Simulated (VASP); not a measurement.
# Gd (P6_3/mmc) in VASP: further runs, part 2 of 2

VASP 6.6.1. Earlier steps stand in the parts before.

### Step 3. Single point, PBE+U, collinear spin, ferromagnetic start

Input file INCAR:

```
ALGO = Normal
EDIFF = 1E-6
ENCUT = 520
GGA = PE
ISIF = 2
ISMEAR = -1
ISPIN = 2
LASPH = True
LCHARG = False
LDAU = True
LDAUJ = 0
LDAUL = 3
LDAUPRINT = 1
LDAUTYPE = 2
LDAUU = 6.4
LMAXMIX = 6
LORBIT = 11
LREAL = False
LWAVE = False
MAGMOM = 6.62 6.62
NBANDS = 29
NELM = 150
NUPDOWN = 13.24
PREC = Accurate
SIGMA = 0.1
```

Input file KPOINTS:

```
k-points
0
Gamma
  9 9 5
```

Input file POSCAR:

```
Gd
1.0
    3.6290016500      0.0000000000      0.0000000000
   -1.8145008200      3.1428076200      0.0000000000
    0.0000000000      0.0000000000      5.7960000000
Gd
2
Direct
    0.3333333300      0.6666666700      0.2500000000
    0.6666666700      0.3333333300      0.7500000000
```

Potentials or basis: VASP PAW PBE potentials, release 64 (Gd).

Run with:

```
$ cat potpaw_PBE.64/Gd/POTCAR > POTCAR
$ mpirun -np 1 vasp_std > vasp.out
```

OUTCAR:

```text
EDIFF = 1E-6
   ENCUT = 520
   GGA = PE
   ISIF = 2
   ISMEAR = -1
   ISPIN = 2
   LASPH = True
   LORBIT = 11
   LREAL = False
   NELM = 150
   NUPDOWN = 13.24
   PREC = Accurate

 ion  position               nearest neighbor table
   1  0.333  0.667  0.250-
   2  0.667  0.333  0.750-

  LATTYP: Found a hexagonal cell.
 ALAT       =     3.6290016500
 C/A-ratio  =     1.5971334706

  Lattice vectors:

 A1 = (   3.6290016500,   0.0000000000,   0.0000000000)
 A2 = (  -1.8145008200,   3.1428076200,   0.0000000000)
 A3 = (   0.0000000000,   0.0000000000,   5.7960000000)

Analysis of symmetry for initial positions (statically):
=====================================================================
 Subroutine PRICEL returns:
 Original cell was already a primitive cell.

 Routine SETGRP: Setting up the symmetry group for a
 hexagonal supercell.

 Subroutine GETGRP returns: Found 24 space group operations
 (whereof 12 operations were pure point group operations)
 out of a pool of 24 trial point group operations.

The static configuration has the point symmetry D_3d.
 The point group associated with its full space group is D_6h.

Analysis of symmetry for dynamics (positions and initial velocities):
=====================================================================
 Subroutine PRICEL returns:
 Original cell was already a primitive cell.

 Routine SETGRP: Setting up the symmetry group for a
 hexagonal supercell.

 Subroutine GETGRP returns: Found 24 space group operations
 (whereof 12 operations were pure point group operations)
 out of a pool of 24 trial point group operations.

The dynamic configuration has the point symmetry D_3d.
 The point group associated with its full space group is D_6h.

Analysis of structural, dynamic, and magnetic symmetry:
=====================================================================
 Subroutine PRICEL returns:
 Original cell was already a primitive cell.

 Routine SETGRP: Setting up the symmetry group for a
[... 211 lines left out ...]
  0.0000  0.0000  0.0000  0.0000  0.0000  0.0016  0.0000
  0.0000 -0.0000  0.0000 -0.0000  0.0000  0.0000  0.0005

 occupancies and eigenvectors

  o =  0.0005  v =  0.0000  0.0000  0.0000  0.0000  0.0000  0.0000  0.0000 -0.0000 -0.0000 -0.0000  0.0000 -0.0000 -0.0000  1.0000      0.0000  0.0000  0.0000  0.0000  0.0000  0.0000  0.0000  0.0000  0.0000  0.0000  0.0000  0.0000  0.0000  0.0000
  o =  0.0007  v =  0.0000  0.0000  0.0000  0.0000  0.0000  0.0000  0.0000 -0.0000 -0.0000  0.6547 -0.0000 -0.7559  0.0000  0.0000      0.0000  0.0000  0.0000  0.0000  0.0000  0.0000  0.0000  0.0000  0.0000  0.0000  0.0000  0.0000  0.0000  0.0000
  o =  0.0007  v =  0.0000  0.0000  0.0000  0.0000  0.0000  0.0000  0.0000 -0.0000 -0.0000 -0.7559  0.0000 -0.6547 -0.0000 -0.0000      0.0000  0.0000  0.0000  0.0000  0.0000  0.0000  0.0000  0.0000  0.0000  0.0000  0.0000  0.0000  0.0000  0.0000
  o =  0.0016  v =  0.0000  0.0000  0.0000  0.0000  0.0000  0.0000  0.0000 -0.0000 -0.0081 -0.0000 -0.0000 -0.0000  1.0000  0.0000      0.0000  0.0000  0.0000  0.0000  0.0000  0.0000  0.0000  0.0000  0.0000  0.0000  0.0000  0.0000  0.0000  0.0000
  o =  0.0016  v =  0.0000  0.0000  0.0000  0.0000  0.0000  0.0000  0.0000  0.0000 -1.0000  0.0000 -0.0000  0.0000 -0.0081 -0.0000      0.0000  0.0000  0.0000  0.0000  0.0000  0.0000  0.0000  0.0000  0.0000  0.0000  0.0000  0.0000  0.0000  0.0000
  o =  0.0033  v =  0.0000  0.0000  0.0000  0.0000  0.0000  0.0000  0.0000 -1.0000 -0.0000 -0.0000 -0.0000  0.0000 -0.0000 -0.0000      0.0000  0.0000  0.0000  0.0000  0.0000  0.0000  0.0000  0.0000  0.0000  0.0000  0.0000  0.0000  0.0000  0.0000
  o =  0.0036  v =  0.0000  0.0000  0.0000  0.0000  0.0000  0.0000  0.0000  0.0000  0.0000  0.0000 -1.0000  0.0000 -0.0000 -0.0000      0.0000  0.0000  0.0000  0.0000  0.0000  0.0000  0.0000  0.0000  0.0000  0.0000  0.0000  0.0000  0.0000  0.0000
  o =  0.9900  v =  0.0000 -0.0000 -0.6545  0.0000  0.7561  0.0000  0.0001  0.0000  0.0000  0.0000  0.0000  0.0000  0.0000  0.0000      0.0000  0.0000  0.0000  0.0000  0.0000  0.0000  0.0000  0.0000  0.0000  0.0000  0.0000  0.0000  0.0000  0.0000
  o =  0.9900  v = -0.0000 -0.0000 -0.7561  0.0000 -0.6545  0.0000  0.0001  0.0000  0.0000  0.0000  0.0000  0.0000  0.0000  0.0000      0.0000  0.0000  0.0000  0.0000  0.0000  0.0000  0.0000  0.0000  0.0000  0.0000  0.0000  0.0000  0.0000  0.0000
  o =  0.9900  v = -0.0000 -0.0000  0.0001 -0.0000  0.0000 -0.0000  1.0000  0.0000  0.0000  0.0000  0.0000  0.0000  0.0000  0.0000      0.0000  0.0000  0.0000  0.0000  0.0000  0.0000  0.0000  0.0000  0.0000  0.0000  0.0000  0.0000  0.0000  0.0000
  o =  0.9901  v =  0.0000 -0.0000 -0.0000 -1.0000 -0.0000  0.0000 -0.0000  0.0000  0.0000  0.0000  0.0000  0.0000  0.0000  0.0000      0.0000  0.0000  0.0000  0.0000  0.0000  0.0000  0.0000  0.0000  0.0000  0.0000  0.0000  0.0000  0.0000  0.0000
  o =  0.9903  v =  1.0000  0.0000  0.0000  0.0000 -0.0000  0.0000  0.0000  0.0000  0.0000  0.0000  0.0000  0.0000  0.0000  0.0000      0.0000  0.0000  0.0000  0.0000  0.0000  0.0000  0.0000  0.0000  0.0000  0.0000  0.0000  0.0000  0.0000  0.0000
  o =  0.9903  v = -0.0000  0.1466 -0.0000 -0.0000  0.0000  0.9892  0.0000  0.0000  0.0000  0.0000  0.0000  0.0000  0.0000  0.0000      0.0000  0.0000  0.0000  0.0000  0.0000  0.0000  0.0000  0.0000  0.0000  0.0000  0.0000  0.0000  0.0000  0.0000
  o =  0.9903  v =  0.0000 -0.9892  0.0000  0.0000 -0.0000  0.1466 -0.0000  0.0000  0.0000  0.0000  0.0000  0.0000  0.0000  0.0000      0.0000  0.0000  0.0000  0.0000  0.0000  0.0000  0.0000  0.0000  0.0000  0.0000  0.0000  0.0000  0.0000  0.0000

 number of electron      36.0000007 magnetization      13.2400011

 Free energy of the ion-electron system (eV)
  ---------------------------------------------------
  ext. energy  EPLUGINS =         0.00000000
  ---------------------------------------------------
  free energy    TOTEN  =       -22.42911015 eV

  energy without entropy =      -22.32529830  energy(sigma->0) =      -22.37720423

 E-fermi :   3.3195     XC(G=0): -10.0073

 val. band max:        3.3011745597   @ k =   0.4444   0.1111   0.0000
 cond. band min:       2.7892599022   @ k =   0.3333   0.0000   0.4000
 fundamental gap:     -0.5119146575
 Fermi energy:         2.7526184635

 spin component 1

 k-point     1 :       0.0000    0.0000    0.0000
  band No.  band energies     occupation
      1     -42.3807      1.00000
      2     -42.3148      1.00000
      3     -20.0363      1.00000
      4     -19.4479      1.00000
      5     -19.4479      1.00000
      6     -19.3472      1.00000
[... 1529 lines left out ...]
     28       6.6419      0.00000
     29       6.8854      0.00000

 [... further k-points ...]

------------------------ aborting loop because EDIFF is reached ----------------------------------------

  FORCE on cell =-STRESS in cart. coord.  units (eV):
  Direction    XX          YY          ZZ          XY          YZ          ZX
  --------------------------------------------------------------------------------------
  -------------------------------------------------------------------------------------
  Total        0.5279008      0.5279008      0.2798355      0.0000000      0.0000000      0.0000000
  in kB       12.7946832     12.7946832      6.7823485      0.0000000      0.0000000      0.0000000
  external PRESSURE =      10.7905717 kB  Pullay stress =       0.0000000 kB

 VOLUME and BASIS-vectors are now :
 -----------------------------------------------------------------------------
  energy-cutoff  :      520.00
  volume of cell :       66.10
      direct lattice vectors                 reciprocal lattice vectors
     3.629001650  0.000000000  0.000000000     0.275557880  0.159093416  0.000000000
    -1.814500820  3.142807620  0.000000000     0.000000000  0.318186832  0.000000000
     0.000000000  0.000000000  5.796000000     0.000000000  0.000000000  0.172532781

 POSITION                                       TOTAL-FORCE (eV/Angst)
 -----------------------------------------------------------------------------------
     -0.00000      2.09521      1.44900        -0.000000     -0.000000      0.000000
      1.81450      1.04760      4.34700         0.000000      0.000000      0.000000
 -----------------------------------------------------------------------------------
    total drift:                               -0.000015      0.000009     -0.000000

  FREE ENERGIE OF THE ION-ELECTRON SYSTEM (eV)
  ---------------------------------------------------
  free  energy   TOTEN  =       -22.4291101482 eV

  energy  without entropy=      -22.3252983043  energy(sigma->0) =      -22.37720423

 total charge

# of ion       s       p       d       f       tot
--------------------------------------------------
    1        2.076   5.573   0.589   6.938  15.176
    2        2.076   5.573   0.589   6.938  15.176
--------------------------------------------------
tot          4.152  11.146   1.178  13.876  30.351

 magnetization (x)

# of ion       s       p       d       f       tot
--------------------------------------------------
    1       -0.001  -0.103  -0.072   6.914   6.738
    2       -0.001  -0.103  -0.072   6.914   6.738
--------------------------------------------------
tot         -0.002  -0.206  -0.145  13.828  13.475
```

stdout:

```text
POSCAR found type information on POSCAR Gd
 POSCAR found :  1 types and       2 ions
 scaLAPACK will be used
 LDA part: xc-table for (Slater+PW92), standard interpolation
 POSCAR, INCAR and KPOINTS ok, starting setup
 FFT: planning ... GRIDC
 FFT: planning ... GRID_SOFT
 FFT: planning ... GRID
 WAVECAR not read
 entering main loop
```

It took 1.9 min on 1 thread of Intel Xeon 6975P-C (Granite Rapids), shared host; peak memory 0.28 GiB.

Results:

| Quantity | Value |
| --- | --- |
| Free energy | -22.4291 eV |
| Pressure | 1.1 GPa |
| Net moment | 13.24 μB per cell |
| Site moments | Gd +6.74 μB |
| Valence electrons inside the program's atomic spheres | Gd 15.18 |

Stress tensor (GPa, compression positive):
```
1.28 0.00 0.00
0.00 1.28 0.00
0.00 0.00 0.68
```

Eigenvalues of the final occupation matrices:
```csv
site,spin,trace,eigenvalues
site 1 f,1,6.93,0.99 0.99 0.99 0.99 0.99 0.99 0.99
site 1 f,2,0.01,0.00 0.00 0.00 0.00 0.00 0.00 0.00
site 2 f,1,6.93,0.99 0.99 0.99 0.99 0.99 0.99 0.99
site 2 f,2,0.01,0.00 0.00 0.00 0.00 0.00 0.00 0.00
```

Caveat: spin-orbit coupling is left out, which moves the levels of the heavy elements; the total moment is fixed, so each spin has its own Fermi level. The state reached can hang on the start; a lower one may exist.

### Step 4. Single point, PBE+U, collinear spin, ferromagnetic start

Input file INCAR:

```
ALGO     = Normal         # electronic algorithm
EDIFF    = 1E-6           # SCF threshold, eV
ENCUT    = 520            # plane-wave cutoff, eV
GGA      = PE             # functional
ISIF     = 2              # what is computed and relaxed
ISMEAR   = -1             # smearing method
ISPIN    = 2              # spin polarisation
LASPH    = True           # aspherical terms in the spheres
LCHARG   = False          # write CHGCAR
LDAU     = True           # DFT+U
LDAUJ    = 0            
LDAUL    = 3              # shell
LDAUPRINT= 1            
LDAUTYPE = 2            
LDAUU    = 6.4            # U, eV
LMAXMIX  = 6              # l up to which the mixer works
LORBIT   = 11             # projections on sites
LREAL    = False          # projectors in reciprocal space
LWAVE    = False          # write WAVECAR
MAGMOM   = 9.265 9.265    # initial moments
NBANDS   = 29             # bands
NELM     = 150            # most SCF steps
NUPDOWN  = 18.53          # fixed moment
PREC     = Accurate       # precision mode
SIGMA    = 0.1            # smearing width, eV
```

KPOINTS is that of step 3.

POSCAR is that of step 3.

Run with:

```
$ cat potpaw_PBE.64/Gd/POTCAR > POTCAR
$ mpirun -np 1 vasp_std > vasp.out
```

It took 2.4 min on 1 thread of Intel Xeon 6975P-C (Granite Rapids), shared host; peak memory 0.29 GiB.

Results (log left out):

| Quantity | Value |
| --- | --- |
| Free energy | -21.7254 eV |
| Pressure | 4.8 GPa |
| Net moment | 18.53 μB per cell |
| Site moments | Gd +7.56 μB |
| Valence electrons inside the program's atomic spheres | Gd 15.23 |

Stress tensor (GPa, compression positive):
```
3.48 0.00 0.00
0.00 3.48 0.00
0.00 0.00 7.35
```

Eigenvalues of the final occupation matrices:
```tsv
site	spin	trace	eigenvalues
site 1 f	1	6.93	0.99 0.99 0.99 0.99 0.99 0.99 0.99
site 1 f	2	0.00	0.00 0.00 0.00 0.00 0.00 0.00 0.00
site 2 f	1	6.93	0.99 0.99 0.99 0.99 0.99 0.99 0.99
site 2 f	2	0.00	0.00 0.00 0.00 0.00 0.00 0.00 0.00
```

Caveat: spin-orbit coupling is left out, which moves the levels of the heavy elements; the total moment is fixed, so each spin has its own Fermi level. The state reached can hang on the start; a lower one may exist.

### Step 5. Overview

| fixed moment (μB) | pressure (GPa) | moment (μB) |
| --- | --- | --- |
| 7.94 | 8.4 | 7.94 |
| 13.24 | 1.1 | 13.24 |
| 18.53 | 4.8 | 18.53 |

Alike in all rows: task single point; level PBE+U; potentials or basis VASP PAW PBE potentials, release 64 (Gd); spin collinear, ferromagnetic start; Gd f U = 6.4 eV; cell as given; k mesh 9 × 9 × 5; cutoff (eV) 520; smearing fermi-dirac 0.1 eV.

Caveats: spin-orbit coupling is left out, which moves the levels of the heavy elements; the total moment is fixed, so each spin has its own Fermi level.

Total energies depend on the potentials used, so only differences within one code and one set of settings carry meaning.
